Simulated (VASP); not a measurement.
# Pt (Fd-3m) in VASP: notebook

The runs below take Pt through single point, relaxation of cell and atoms, with PBE.

Everything below comes from runs of VASP 6.6.1. Logs are shortened: lines on timing, memory, paths and dates and some standing lists are left out, and cuts for length are marked.

### 1 The cell of the first run

Symmetry: Fd-3m, No. 227, cubic system. The conventional cell has a = 5.771 Å, b = 5.771 Å, c = 5.771 Å, α = 90.00°, β = 90.00°, γ = 90.00°. Within 3.3 Å of Pt (site symmetry -43m) lie 4 Pt at 2.50 Å.

This isn't the form of Pt at room conditions, which is fcc.

### 2 Single point, PBE

Contents of INCAR:

```
SYSTEM = Pt
PREC = Accurate ; ENCUT = 520
EDIFF = 1E-6 ; ISMEAR = 1
SIGMA = 0.05 ; LREAL = .False.
LASPH = .True. ; NELM = 80
ALGO = Normal ; ISIF = 2
LWAVE = .False. ; LCHARG = .False.
GGA = PE ; NBANDS = 17
```

Contents of KPOINTS:

```
Automatic mesh
0
Gamma
  13 13 13
  0 0 0
```

Contents of POSCAR:

```
Pt
1.0
    0.0000000000      2.8854757348      2.8854757348
    2.8854757348      0.0000000000      2.8854757348
    2.8854757348      2.8854757348      0.0000000000
Pt
2
Direct
    0.0000000000      0.0000000000      0.0000000000
    0.2500000000      0.2500000000      0.2500000000
```

Potentials or basis: VASP PAW PBE potentials, release 64 (Pt).

Started as:

```sh
$ cat potpaw_PBE.64/Pt/POTCAR > POTCAR
$ mpirun -np 1 vasp_std > vasp.out
```

OUTCAR:

```text
SYSTEM = Pt
   PREC = Accurate
   ENCUT = 520
   EDIFF = 1E-6
   ISMEAR = 1
   LREAL = .False.
   LASPH = .True.
   NELM = 80
   ISIF = 2
   GGA = PE

 ion  position               nearest neighbor table
   1  0.000  0.000  0.000-   2 2.50   2 2.50   2 2.50   2 2.50
   2  0.250  0.250  0.250-   1 2.50   1 2.50   1 2.50   1 2.50

  LATTYP: Found a face centered cubic cell.
 ALAT       =     5.7709514696

  Lattice vectors:

 A1 = (   0.0000000000,   2.8854757348,   2.8854757348)
 A2 = (   2.8854757348,   0.0000000000,   2.8854757348)
 A3 = (   2.8854757348,   2.8854757348,   0.0000000000)

Analysis of symmetry for initial positions (statically):
=====================================================================
 Subroutine PRICEL returns:
 Original cell was already a primitive cell.

 Routine SETGRP: Setting up the symmetry group for a
 face centered cubic supercell.

 Subroutine GETGRP returns: Found 48 space group operations
 (whereof 24 operations were pure point group operations)
 out of a pool of 48 trial point group operations.

The static configuration has the point symmetry T_d .
 The point group associated with its full space group is O_h .

Analysis of symmetry for dynamics (positions and initial velocities):
=====================================================================
 Subroutine PRICEL returns:
 Original cell was already a primitive cell.

 Routine SETGRP: Setting up the symmetry group for a
 face centered cubic supercell.

 Subroutine GETGRP returns: Found 48 space group operations
 (whereof 24 operations were pure point group operations)
 out of a pool of 48 trial point group operations.

The dynamic configuration has the point symmetry T_d .
 The point group associated with its full space group is O_h .

 Subroutine INISYM returns: Found 48 space group operations
 (whereof 24 operations are pure point group operations),
 and found     1 'primitive' translations

----------------------------------------------------------------------------------------

                                     Primitive cell

  volume of cell :      48.0488

  direct lattice vectors                    reciprocal lattice vectors
     0.000000000  2.885475735  2.885475735    -0.173281651  0.173281651  0.173281651
     2.885475735  0.000000000  2.885475735     0.173281651 -0.173281651  0.173281651
     2.885475735  2.885475735  0.000000000     0.173281651  0.173281651 -0.173281651

  length of vectors
     4.080678918  4.080678918  4.080678918     0.300132624  0.300132624  0.300132624

  position of ions in fractional coordinates (direct lattice)
[... 79 lines left out ...]
   EDIFF  = 0.1E-05   stopping-criterion for ELM
   LREAL  =      F    real-space projection
   EDIFFG = 0.1E-04   stopping-criterion for IOM
   NSW    =      0    number of steps for IOM
   IBRION =     -1    ionic relax: 0-MD 1-quasi-New 2-CG
   NFREE  =      0    steps in history (QN), initial steepest desc. (CG)
   ISIF   =      2    stress and relaxation
   ISYM   =      2    0-nonsym 1-usesym 2-fastsym
   POTIM  = 0.5000    time-step for ionic-motion
   TEBEG  =    0.0;   TEEND  =   0.0 temperature during run
   PSTRESS=    0.0 pullay stress
   NELECT =      20.0000    total number of electrons
   NUPDOWN=      -1.0000    fix difference up-down
   EMIN   =  10.00;   EMAX   =-10.00  energy-range for DOS
   EFERMI =   0.00;   METHOD = LEGACY
   ISMEAR =     1;   SIGMA  =   0.05  broadening in eV -4-tet -1-fermi 0-gaus
   EFERMI_NEDOS =   21; number of points for ismear=-14 and -15
   IALGO  =     38    algorithm
   IMIX   =      4    mixing-type and parameters
     AMIX     =   0.40;   BMIX     =  1.00
     AMIX_MAG =   1.60;   BMIX_MAG =  1.00
  volume/ion in A,a.u.               =      24.02       162.12
  Fermi-wavevector in a.u.,A,eV,Ry     =   1.222336  2.309881 20.328549  1.494106
  Thomas-Fermi vector in A             =   2.357487
   LORBIT       =      0    0 simple, 1 ext, 2 COOP (PROOUT), +10 PAW based schemes
   GGA     = PE    functional components
   LHFCALC =     F    Hartree Fock is set to
   AEXX    =    0.0000 exact exchange contribution
   IVDW    =     0    specifies the selected vdW correction
   LEPSILON=     F    determine dielectric tensor
   LRPA    =     F    only Hartree local field effects (RPA)
 non-spin polarized calculation
 Methfessel and Paxton  Order N= 1 SIGMA  =   0.05
  energy-cutoff  :      520.00
  volume of cell :       48.05
 maximum number of plane-waves:      1311
   NGX = 15   NGY = 15   NGZ = 15

 number of electron      19.9999997 magnetization

 Free energy of the ion-electron system (eV)
  ---------------------------------------------------
  ext. energy  EPLUGINS =         0.00000000
  ---------------------------------------------------
  free energy    TOTEN  =       -10.05365180 eV

  energy without entropy =      -10.05349355  energy(sigma->0) =      -10.05359905

 E-fermi :   5.0492     XC(G=0): -10.4429

 val. band max:        5.0430997384   @ k =   0.3077   0.0769   0.0000
 cond. band min:       5.0526087457   @ k =  -0.2308   0.0769   0.0000
 fundamental gap:      0.0095090072
 Fermi energy:         5.0491635348

 k-point     1 :       0.0000    0.0000    0.0000
  band No.  band energies     occupation
      1      -1.9288      2.00000
      2       0.6113      2.00000
      3       0.6113      2.00000
      4       0.7642      2.00000
      5       0.7642      2.00000
      6       0.7642      2.00000
[... 457 lines left out ...]
      4       0.6048      2.00000
      5       1.1899      2.00000
      6       1.3727      2.00000
[... 9 lines left out ...]
     16      18.1582      0.00000
     17      19.1254      0.00000

 [... further k-points ...]

------------------------ aborting loop because EDIFF is reached ----------------------------------------

  FORCE on cell =-STRESS in cart. coord.  units (eV):
  Direction    XX          YY          ZZ          XY          YZ          ZX
  --------------------------------------------------------------------------------------
  -------------------------------------------------------------------------------------
  Total       -0.1119411     -0.1119411     -0.1119411      0.0000000      0.0000000      0.0000000
  in kB       -3.7326553     -3.7326553     -3.7326553      0.0000000      0.0000000      0.0000000
  external PRESSURE =      -3.7326553 kB  Pullay stress =       0.0000000 kB

 VOLUME and BASIS-vectors are now :
 -----------------------------------------------------------------------------
  energy-cutoff  :      520.00
  volume of cell :       48.05
      direct lattice vectors                 reciprocal lattice vectors
     0.000000000  2.885475735  2.885475735    -0.173281651  0.173281651  0.173281651
     2.885475735  0.000000000  2.885475735     0.173281651 -0.173281651  0.173281651
     2.885475735  2.885475735  0.000000000     0.173281651  0.173281651 -0.173281651

 POSITION                                       TOTAL-FORCE (eV/Angst)
 -----------------------------------------------------------------------------------
      0.00000      0.00000      0.00000        -0.000000     -0.000000     -0.000000
      1.44274      1.44274      1.44274         0.000000      0.000000      0.000000
 -----------------------------------------------------------------------------------
    total drift:                                0.000000     -0.000000      0.000000

  FREE ENERGIE OF THE ION-ELECTRON SYSTEM (eV)
  ---------------------------------------------------
  free  energy   TOTEN  =       -10.0536518013 eV

  energy  without entropy=      -10.0534935512  energy(sigma->0) =      -10.05359905
```

OSZICAR:

```text
N       E                     dE             d eps       ncg     rms          rms(c)
DAV:   1     0.976133276546E+02    0.97613E+02   -0.95970E+03  2896   0.106E+03
DAV:   2    -0.867449611696E+01   -0.10629E+03   -0.99670E+02  3114   0.219E+02
DAV:   3    -0.107772235929E+02   -0.21027E+01   -0.20780E+01  3522   0.310E+01
DAV:   4    -0.107937660087E+02   -0.16542E-01   -0.16541E-01  3282   0.285E+00
DAV:   5    -0.107940629633E+02   -0.29695E-03   -0.29695E-03  3605   0.402E-01    0.122E+01
DAV:   6    -0.100964834538E+02    0.69758E+00   -0.20963E+00  3268   0.102E+01    0.730E+00
DAV:   7    -0.100629978826E+02    0.33486E-01   -0.46456E-02  3283   0.149E+00    0.373E+00
DAV:   8    -0.100536177184E+02    0.93802E-02   -0.70838E-03  3016   0.511E-01    0.101E-01
DAV:   9    -0.100536343115E+02   -0.16593E-04   -0.25362E-04  3369   0.109E-01    0.582E-02
DAV:  10    -0.100536522661E+02   -0.17955E-04   -0.26716E-05  3441   0.367E-02    0.907E-03
DAV:  11    -0.100536518013E+02    0.46483E-06   -0.28394E-07  2137   0.407E-03
   1 F= -.10053652E+02 E0= -.10053599E+02  d E =-.158250E-03
```

Run time: 39 s. Hardware: 1 thread of Intel Xeon Platinum 8488C (Sapphire Rapids), shared host; peak memory 0.2 GiB.

What came out:

- Free energy: -10.0537 eV
- Pressure: -0.4 GPa
- Band gap on the k mesh: zero (bands 10 and 11 overlap by 0.58 eV)

Levels at points of the mesh, in eV from the Fermi level:
| k point | band 8 | band 9 | band 10 | band 11 | band 12 | band 13 |
| --- | --- | --- | --- | --- | --- | --- |
| (0.00, 0.00, 0.00) | -1.83 | -1.83 | -0.10 | -0.10 | 10.44 | 10.58 |

Caveat: spin-orbit coupling is left out, which moves the levels of the heavy elements.

[end of part 1 of 3]
